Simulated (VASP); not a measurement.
O: single point with LDA

O:

```
O
1.0
     2.18255    0.00000    0.00000
    -1.09127    1.89014    0.00000
     0.00000    0.00000    2.44331
O
2
Direct
  0.33333 0.66667 0.25000
  0.66667 0.33333 0.75000
```

```
Program                : VASP 6.6.1
Task                   : single point
Functional             : LDA
Potentials or basis    : VASP PAW LDA potentials, release 64 (O)
Cutoff                 : 520 eV
k mesh                 : 19 × 19 × 11
Occupations            : fermi-dirac, width 0.1 eV
Spin                   : no spin polarisation
Dipole correction      : no
Further INCAR settings : ALGO = Normal; EDIFF = 1e-07; NBANDS = 13
```

```yaml
Pressure: 165.8 GPa
Band_gap_on_the_k_mesh: zero (bands 6 and 7 overlap by 3.08 eV)
```

Stress tensor (GPa, compression positive):
```
165.55   0.00   0.00
  0.00 165.55   0.00
  0.00   0.00 166.36
```

Levels at points of the mesh, in eV from the Fermi level:
```
           k point  band 2  band 3  band 4  band 5  band 6  band 7  band 8  band 9  band 10  band 11
(0.00, 0.00, 0.00)  -12.21   -9.93   -3.25   -3.25    1.32    1.32    4.36   17.41    21.92    30.78
```

Wall time 6.1 s on 1 thread of Intel(R) Xeon(R) 6975P-C (Granite Rapids), with other jobs on the host, peak memory 0.12 GiB.

Caveat: the cell stands under pressure.
